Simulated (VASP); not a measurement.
# GaN (P6_3mc) in VASP: notebook

Runs on GaN. Level: PBE. Tasks: single point.

Everything below comes from runs of VASP 6.6.1. Logs are shortened: lines on timing, memory, paths and dates and some standing lists are left out, and cuts for length are marked.

### 1 The cell of the first run

The structure is hexagonal, space group P6_3mc (No. 186). The conventional cell has a = 3.219 Å, b = 3.219 Å, c = 5.244 Å, α = 90.00°, β = 90.00°, γ = 120.00°. Ga (site symmetry 3m) has 4 N at 1.97 to 1.98 Å within 2.6 Å. N (site symmetry 3m) has 4 Ga at 1.97 to 1.98 Å within 2.6 Å.

### 2 Single point, PBE

File INCAR:

```
SYSTEM = GaN
ALGO     = Normal         ! electronic algorithm
EDIFF    = 1E-6           ! SCF threshold, eV
ENCUT    = 600            ! plane-wave cutoff, eV
GGA      = PE             ! functional
GGA_COMPAT= .FALSE.      
ISIF     = 2              ! what is computed and relaxed
ISMEAR   = 0              ! smearing method
LASPH    = .TRUE.         ! aspherical terms in the spheres
LCHARG   = .FALSE.        ! write CHGCAR
LREAL    = .FALSE.        ! projectors in reciprocal space
LWAVE    = .FALSE.        ! write WAVECAR
NBANDS   = 26             ! bands
NELM     = 120            ! most SCF steps
PREC     = Accurate       ! precision mode
SIGMA    = 0.02           ! smearing width, eV
```

File KPOINTS:

```
k-points
0
G
  12 12 6
  0 0 0
```

File POSCAR:

```
GaN
1.0
    3.2186242699      0.0000000000      0.0000000000
   -1.6093121350      2.7874103830      0.0000000000
    0.0000000000      0.0000000000      5.2435492390
Ga N
2 2
Direct
    0.3333333333      0.6666666667      0.0001360345
    0.6666666667      0.3333333333      0.5001360345
    0.3333333333      0.6666666667      0.3768639655
    0.6666666667      0.3333333333      0.8768639655
```

Potentials or basis: VASP PAW PBE potentials, release 64 (Ga_d, N).

On the command line:

```
cat potpaw_PBE.64/Ga_d/POTCAR potpaw_PBE.64/N/POTCAR > POTCAR
mpirun -np 1 vasp_std > vasp.out
```

OUTCAR:

```text
SYSTEM = GaN
   EDIFF = 1E-6
   ENCUT = 600
   GGA = PE
   ISIF = 2
   ISMEAR = 0
   LASPH = .TRUE.
   LREAL = .FALSE.
   NELM = 120
   PREC = Accurate

 ion  position               nearest neighbor table
   1  0.333  0.667  0.000-   4 1.97   4 1.97   4 1.97   3 1.98
   2  0.667  0.333  0.500-   3 1.97   3 1.97   3 1.97   4 1.98
   3  0.333  0.667  0.377-   2 1.97   2 1.97   2 1.97   1 1.98
   4  0.667  0.333  0.877-   1 1.97   1 1.97   1 1.97   2 1.98

  LATTYP: Found a hexagonal cell.
 ALAT       =     3.2186242699
 C/A-ratio  =     1.6291274779

  Lattice vectors:

 A1 = (   3.2186242699,   0.0000000000,   0.0000000000)
 A2 = (  -1.6093121350,   2.7874103830,   0.0000000000)
 A3 = (   0.0000000000,   0.0000000000,   5.2435492390)

Analysis of symmetry for initial positions (statically):
=====================================================================
 Subroutine PRICEL returns:
 Original cell was already a primitive cell.

 Routine SETGRP: Setting up the symmetry group for a
 hexagonal supercell.

 Subroutine GETGRP returns: Found 12 space group operations
 (whereof  6 operations were pure point group operations)
 out of a pool of 24 trial point group operations.

The static configuration has the point symmetry C_3v.
 The point group associated with its full space group is C_6v.

Analysis of symmetry for dynamics (positions and initial velocities):
=====================================================================
 Subroutine PRICEL returns:
 Original cell was already a primitive cell.

 Routine SETGRP: Setting up the symmetry group for a
 hexagonal supercell.

 Subroutine GETGRP returns: Found 12 space group operations
 (whereof  6 operations were pure point group operations)
 out of a pool of 24 trial point group operations.

The dynamic configuration has the point symmetry C_3v.
 The point group associated with its full space group is C_6v.

 Subroutine INISYM returns: Found 12 space group operations
 (whereof  6 operations are pure point group operations),
 and found     1 'primitive' translations

----------------------------------------------------------------------------------------

                                     Primitive cell

  volume of cell :      47.0432

  direct lattice vectors                    reciprocal lattice vectors
     3.218624270  0.000000000  0.000000000     0.310691748  0.179377964  0.000000000
    -1.609312135  2.787410383  0.000000000     0.000000000  0.358755928  0.000000000
     0.000000000  0.000000000  5.243549239     0.000000000  0.000000000  0.190710520

  length of vectors
     3.218624270  3.218624270  5.243549239     0.358755928  0.358755928  0.190710520

  position of ions in fractional coordinates (direct lattice)
     0.333333333  0.666666667  0.000136035
     0.666666667  0.333333333  0.500136035
     0.333333333  0.666666667  0.376863966
     0.666666667  0.333333333  0.876863966

  ion indices of the primitive-cell ions
   primitive index   ion index
                 1           1
                 2           2
                 3           3
                 4           4

----------------------------------------------------------------------------------------

 KPOINTS: k-points

Automatic generation of k-mesh.
 Grid dimensions read from file:
 generate k-points for:   12   12    6

 Generating k-lattice:

  Cartesian coordinates                     Fractional coordinates (reciprocal lattice)
     0.025890979  0.014948164  0.000000000     0.083333333  0.000000000  0.000000000
     0.000000000  0.029896327  0.000000000     0.000000000  0.083333333  0.000000000
     0.000000000  0.000000000  0.031785087     0.000000000  0.000000000  0.166666667

  Length of vectors
     0.029896327  0.029896327  0.031785087

  Shift w.r.t. Gamma in fractional coordinates (k-lattice)
     0.000000000  0.000000000  0.000000000

 Subroutine IBZKPT returns following result:
 ===========================================

 Found     76 irreducible k-points:

 Following reciprocal coordinates:
            Coordinates               Weight
  0.000000  0.000000  0.000000      1.000000
  0.083333  0.000000  0.000000      6.000000
  0.166667  0.000000  0.000000      6.000000
  0.250000  0.000000  0.000000      6.000000
  0.333333  0.000000  0.000000      6.000000
  0.416667  0.000000  0.000000      6.000000
[... 16 lines left out ...]
  0.250000  0.000000  0.166667     12.000000
  0.333333  0.000000  0.166667     12.000000
 [... further k-points ...]
   k-points           NKPTS =     76   k-points in BZ     NKDIM =     76   number of bands    NBANDS=     26
   number of dos      NEDOS =    301   number of ions     NIONS =      4
   total plane-waves  NPLWV =  32928
   dimension x,y,z NGX =    28 NGY =   28 NGZ =   42
   dimension x,y,z NGXF=    56 NGYF=   56 NGZF=   84
   ions per type =               2   2
   NGX,Y,Z   is equivalent  to a cutoff of  14.46, 14.46, 13.32 a.u.
   NGXF,Y,Z  is equivalent  to a cutoff of  28.92, 28.92, 26.63 a.u.
 SYSTEM =  GaN
   PREC   = accura    normal or accurate (medium, high low for compatibility)
   ISTART =      0    job   : 0-new  1-cont  2-samecut
   ICHARG =      2    charge: 1-file 2-atom 10-const
   ISPIN  =      1    spin polarized calculation?
   LNONCOLLINEAR =      F non collinear calculations
   LSORBIT =      F    spin-orbit coupling
   LASPH  =      T    aspherical Exc in radial PAW
   ENCUT  =  600.0 eV  44.10 Ry    6.64 a.u.   6.43  6.43 10.47*2*pi/ulx,y,z
   NELM   =    120;   NELMIN=  2; NELMDL= -5     # of ELM steps
   EDIFF  = 0.1E-05   stopping-criterion for ELM
   LREAL  =      F    real-space projection
   EDIFFG = 0.1E-04   stopping-criterion for IOM
   NSW    =      0    number of steps for IOM
   IBRION =     -1    ionic relax: 0-MD 1-quasi-New 2-CG
   NFREE  =      0    steps in history (QN), initial steepest desc. (CG)
   ISIF   =      2    stress and relaxation
   ISYM   =      2    0-nonsym 1-usesym 2-fastsym
   POTIM  = 0.5000    time-step for ionic-motion
   TEBEG  =    0.0;   TEEND  =   0.0 temperature during run
   PSTRESS=    0.0 pullay stress
   NELECT =      36.0000    total number of electrons
   NUPDOWN=      -1.0000    fix difference up-down
   EMIN   =  10.00;   EMAX   =-10.00  energy-range for DOS
   EFERMI =   0.00;   METHOD = LEGACY
   ISMEAR =     0;   SIGMA  =   0.02  broadening in eV -4-tet -1-fermi 0-gaus
   EFERMI_NEDOS =   21; number of points for ismear=-14 and -15
   IALGO  =     38    algorithm
   IMIX   =      4    mixing-type and parameters
     AMIX     =   0.40;   BMIX     =  1.00
     AMIX_MAG =   1.60;   BMIX_MAG =  1.00
  volume/ion in A,a.u.               =      11.76        79.37
  Fermi-wavevector in a.u.,A,eV,Ry     =   1.497419  2.829713 30.507869  2.242265
  Thomas-Fermi vector in A             =   2.609310
   LORBIT       =      0    0 simple, 1 ext, 2 COOP (PROOUT), +10 PAW based schemes
   GGA     = PE    functional components
   LHFCALC =     F    Hartree Fock is set to
   AEXX    =    0.0000 exact exchange contribution
   IVDW    =     0    specifies the selected vdW correction
   LEPSILON=     F    determine dielectric tensor
   LRPA    =     F    only Hartree local field effects (RPA)
 non-spin polarized calculation
 Gauss-broadening in eV      SIGMA  =   0.02
  energy-cutoff  :      600.00
  volume of cell :       47.04
 maximum number of plane-waves:      1591
 NGX is ok and might be reduce to    28
   NGX = 13   NGY = 13   NGZ = 21

 number of electron      36.0000003 magnetization

 Free energy of the ion-electron system (eV)
  ---------------------------------------------------
  ext. energy  EPLUGINS =         0.00000000
  ---------------------------------------------------
  free energy    TOTEN  =       -24.33085667 eV

  energy without entropy =      -24.33085667  energy(sigma->0) =      -24.33085667

 E-fermi :   5.1519     XC(G=0): -11.5139

 val. band max:        5.0062271996   @ k =   0.0000   0.0000   0.0000
 cond. band min:       6.7206335084   @ k =   0.0000   0.0000   0.0000
 fundamental gap:      1.7144063088
 Fermi energy:         5.1519217754

 k-point     1 :       0.0000    0.0000    0.0000
  band No.  band energies     occupation
      1     -10.7278      2.00000
      2      -9.9053      2.00000
      3      -8.4146      2.00000
      4      -8.4002      2.00000
      5      -8.4002      2.00000
      6      -8.3444      2.00000
[... 18 lines left out ...]
     25      16.4924      0.00000
     26      16.4924      0.00000

 k-point     2 :       0.0833    0.0000    0.0000
  band No.  band energies     occupation
      1     -10.6635      2.00000
      2      -9.8896      2.00000
      3      -8.4087      2.00000
      4      -8.3909      2.00000
      5      -8.3765      2.00000
      6      -8.3372      2.00000
[... 18 lines left out ...]
     25      16.1474      0.00000
     26      16.6415      0.00000

 k-point     3 :       0.1667    0.0000    0.0000
  band No.  band energies     occupation
      1     -10.4898      2.00000
      2      -9.8513      2.00000
      3      -8.3864      2.00000
      4      -8.3684      2.00000
      5      -8.3230      2.00000
      6      -8.2976      2.00000
[... 18 lines left out ...]
     25      16.1619      0.00000
     26      16.9938      0.00000

 k-point     4 :       0.2500    0.0000    0.0000
  band No.  band energies     occupation
      1     -10.2649      2.00000
      2      -9.8096      2.00000
      3      -8.3633      2.00000
      4      -8.3461      2.00000
      5      -8.2845      2.00000
      6      -8.2511      2.00000
[... 18 lines left out ...]
     25      16.2678      0.00000
     26      17.4610      0.00000
[... 496 lines left out ...]
      1     -10.4249      2.00000
      2      -9.8681      2.00000
      3      -8.3829      2.00000
      4      -8.3653      2.00000
      5      -8.3274      2.00000
      6      -8.3039      2.00000
[... 18 lines left out ...]
     25      15.7759      0.00000
     26      16.7950      0.00000

 k-point    23 :       0.2500    0.0000    0.1667
  band No.  band energies     occupation
      1     -10.2137      2.00000
      2      -9.8190      2.00000
      3      -8.3635      2.00000
      4      -8.3402      2.00000
      5      -8.2966      2.00000
      6      -8.2578      2.00000
[... 18 lines left out ...]
     25      15.9114      0.00000
     26      17.3020      0.00000

 k-point    24 :       0.3333    0.0000    0.1667
  band No.  band energies     occupation
      1     -10.0321      2.00000
      2      -9.7831      2.00000
      3      -8.3549      2.00000
      4      -8.3257      2.00000
      5      -8.2717      2.00000
      6      -8.2137      2.00000
[... 18 lines left out ...]
     25      16.1655      0.00000
     26      17.8764      0.00000

 [... further k-points ...]

------------------------ aborting loop because EDIFF is reached ----------------------------------------

  FORCE on cell =-STRESS in cart. coord.  units (eV):
  Direction    XX          YY          ZZ          XY          YZ          ZX
  --------------------------------------------------------------------------------------
  -------------------------------------------------------------------------------------
  Total       -0.0131775     -0.0131775     -0.0026205      0.0000000      0.0000000      0.0000000
  in kB       -0.4487944     -0.4487944     -0.0892490      0.0000000      0.0000000      0.0000000
  external PRESSURE =      -0.3289459 kB  Pullay stress =       0.0000000 kB

 VOLUME and BASIS-vectors are now :
 -----------------------------------------------------------------------------
  energy-cutoff  :      600.00
  volume of cell :       47.04
      direct lattice vectors                 reciprocal lattice vectors
     3.218624270  0.000000000  0.000000000     0.310691748  0.179377964  0.000000000
    -1.609312135  2.787410383  0.000000000     0.000000000  0.358755928  0.000000000
     0.000000000  0.000000000  5.243549239     0.000000000  0.000000000  0.190710520

 POSITION                                       TOTAL-FORCE (eV/Angst)
 -----------------------------------------------------------------------------------
     -0.00000      1.85827      0.00071        -0.000000      0.000000     -0.000120
      1.60931      0.92914      2.62249         0.000000      0.000000     -0.000120
     -0.00000      1.85827      1.97610        -0.000000      0.000000      0.000120
      1.60931      0.92914      4.59788         0.000000      0.000000      0.000120
 -----------------------------------------------------------------------------------
    total drift:                                0.000000      0.000001     -0.000068

  FREE ENERGIE OF THE ION-ELECTRON SYSTEM (eV)
  ---------------------------------------------------
  free  energy   TOTEN  =       -24.3308566651 eV

  energy  without entropy=      -24.3308566651  energy(sigma->0) =      -24.33085667
```

Run time: 76 s. Hardware: 1 thread of Intel Xeon 6975P-C (Granite Rapids), shared host; peak memory 0.23 GiB.

Results:

```
Free energy            : -24.3309 eV
Pressure               : 0.0 GPa
Band gap on the k mesh : 1.71 eV
```

### 3 Single point, PBE

File INCAR:

```
  ALGO = Normal
  EDIFF = 1E-6
  ENCUT = 600
  GGA = PE
  GGA_COMPAT = False
  ISIF = 2
  ISMEAR = 0
  LASPH = True
  LCHARG = False
  LREAL = False
  LWAVE = False
  NBANDS = 26
  NELM = 120
  PREC = Accurate
  SIGMA = 0.01
```

File KPOINTS:

```
k-points
0
Gamma
  12 12 6
```

POSCAR is that of step 2.

Potentials or basis: VASP PAW PBE potentials, release 64 (Ga_d, N).

On the command line:

```
cat potpaw_PBE.64/Ga_d/POTCAR potpaw_PBE.64/N/POTCAR > POTCAR
mpirun -np 1 vasp_std > vasp.out
```

Wall time 62 s (1 thread of Intel Xeon 6975P-C (Granite Rapids), shared host); peak memory 0.23 GiB.

Results (log left out):

| Quantity | Value |
| --- | --- |
| Free energy | -24.3309 eV |
| Pressure | 0.0 GPa |
| Band gap on the k mesh | 1.71 eV |

Levels at points of the mesh, in eV from the valence-band top:
```
           k point  band 16  band 17  band 18  band 19  band 20  band 21
(0.00, 0.00, 0.00)    -0.04     0.00     0.00     1.71     4.06     9.02
(0.50, 0.00, 0.00)    -2.64    -2.11    -0.96     4.98     5.37     5.98
(0.00, 0.00, 0.50)    -0.51    -0.51    -0.51     4.06     4.06     8.31
(0.50, 0.00, 0.50)    -1.87    -1.83    -1.83     4.31     4.31     7.57
```

### 4 Single point, PBE (atoms displaced along a vibrational mode)

File INCAR:

```
  ALGO = Normal
  EDIFF = 1E-6
  ENCUT = 600
  GGA = PE
  GGA_COMPAT = F
  ISIF = 2
  ISMEAR = 0
  LASPH = T
  LCHARG = T
  LELF = T
  LREAL = F
  LVHAR = T
  LWAVE = F
  NBANDS = 26
  NELM = 120
  PREC = Accurate
  SIGMA = 0.01
```

KPOINTS is that of step 3.

File POSCAR:

```
GaN
1.0
    3.2186242699      0.0000000000      0.0000000000
   -1.6093121350      2.7874103830      0.0000000000
    0.0000000000      0.0000000000      5.2435492390
Ga N
2 2
Direct
    0.3333333333      0.6666666667     -0.0091093707
    0.6666666667      0.3333333333      0.4908906293
    0.3333333333      0.6666666667      0.3861093707
    0.6666666667      0.3333333333      0.8861093707
```

On the command line:

```
cat potpaw_PBE.64/Ga_d/POTCAR potpaw_PBE.64/N/POTCAR > POTCAR
mpirun -np 1 vasp_std > vasp.out
```

Run time: 51 s. Hardware: 1 thread of Intel Xeon 6975P-C (Granite Rapids), shared host; peak memory 0.23 GiB.

The run converged. Its results:

```yaml
Free_energy: -24.2470 eV
Pressure: 0.7 GPa
Largest_force: 0.788 eV/Å
Band_gap_on_the_k_mesh: 1.60 eV
```

Forces in eV/Å, atoms in the order of the input:
```
Ga   0.000  0.000  0.788
Ga   0.000  0.000  0.788
N    0.000  0.000 -0.788
N    0.000  0.000 -0.788
```

Stress tensor (GPa, compression positive):
```
 2.91  0.00  0.00
 0.00  2.91  0.00
 0.00  0.00 -3.64
```

Levels at points of the mesh, in eV from the valence-band top:
```tsv
k point	band 15	band 16	band 17	band 18	band 19	band 20	band 21	band 22
(0.00, 0.00, 0.00)	-1.16	-0.25	-0.25	0.00	1.60	3.74	8.91	9.58
(0.50, 0.00, 0.00)	-3.93	-2.87	-1.96	-1.35	4.76	5.21	5.94	8.20
(0.00, 0.00, 0.50)	-0.71	-0.71	-0.71	-0.71	3.90	3.90	8.03	8.03
(0.50, 0.00, 0.50)	-2.17	-2.17	-1.77	-1.77	4.24	4.24	7.20	7.20
```

Caveat: the cell differs from its parent crystal (atoms displaced along a vibrational mode).

### 5 Summary

```tsv
cell	smearing	gap on the mesh (eV)	pressure (GPa)
a = 3.219, b = 3.219, c = 5.244 Å, angles 90.0, 90.0, 120.0°, 4 atoms, atomic positions A	gaussian 0.02 eV	1.71	0.0
a = 3.219, b = 3.219, c = 5.244 Å, angles 90.0, 90.0, 120.0°, 4 atoms, atomic positions A	gaussian 0.01 eV	1.71	0.0
a = 3.219, b = 3.219, c = 5.244 Å, angles 90.0, 90.0, 120.0°, 4 atoms, atomic positions B	gaussian 0.01 eV	1.60	0.7
```

Alike in all rows: task single point; level PBE; potentials or basis VASP PAW PBE potentials, release 64 (Ga_d, N); no spin polarisation; k mesh 12 × 12 × 6; cutoff (eV) 600.

Absolute energies hang on the potentials; compare differences alone.
